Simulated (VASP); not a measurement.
Write the native input for VASP 6.6.1 that does the following.

```
Task                   : single point
Functional             : PBE
Potentials or basis    : VASP PAW PBE potentials, release 64 (Ti_sv)
Cutoff                 : 520 eV
k mesh                 : 20 × 20 × 20
Occupations            : gaussian, width 0.15 eV
Spin                   : no spin polarisation
Dipole correction      : no
Further INCAR settings : ALGO = Normal; EDIFF = 1e-06; NBANDS = 12
```

The structure of Ti lies in POSCAR:

```
Ti
1.0
    0.0000000000      1.9200215607      2.0741992920
    1.9200215607      0.0000000000      2.0741992920
    1.9200215607      1.9200215607      0.0000000000
Ti
1
Direct
    0.0000000000      0.0000000000      0.0000000000
```

This cell differs from its parent crystal: volume 15.293 Å^3 an atom, c/a of the conventional cell 1.0803.

One way to write it, as run:

INCAR

```
SYSTEM = Ti
PREC     = Accurate       ! precision mode
ENCUT    = 520            ! plane-wave cutoff, eV
EDIFF    = 1E-6           ! SCF threshold, eV
ISMEAR   = 0              ! smearing method
SIGMA    = 0.15           ! smearing width, eV
LREAL    = .False.        ! projectors in reciprocal space
LASPH    = .True.         ! aspherical terms in the spheres
NELM     = 60             ! most SCF steps
ALGO     = Normal         ! electronic algorithm
ISIF     = 2              ! what is computed and relaxed
LWAVE    = .False.        ! write WAVECAR
LCHARG   = .False.        ! write CHGCAR
GGA      = PE             ! functional
NBANDS   = 12             ! bands
```

KPOINTS

```
regular mesh
0
Gamma
  20 20 20
  0 0 0
```

Potentials or basis: VASP PAW PBE potentials, release 64 (Ti_sv).

Launch:

```bash
$ cat potpaw_PBE.64/Ti_sv/POTCAR > POTCAR
$ mpirun -np 1 vasp_std > vasp.out
```

Results of the run:

```yaml
Pressure: 16.5 GPa
Band_gap_on_the_k_mesh: zero (band 6 reaches 10.40 eV, above the bottom of band 7 at 8.93 eV)
```

It took 2.1 min on 1 thread of AMD EPYC 7R13 Processor (Zen 3) (shared host), peak memory 0.19 GiB.
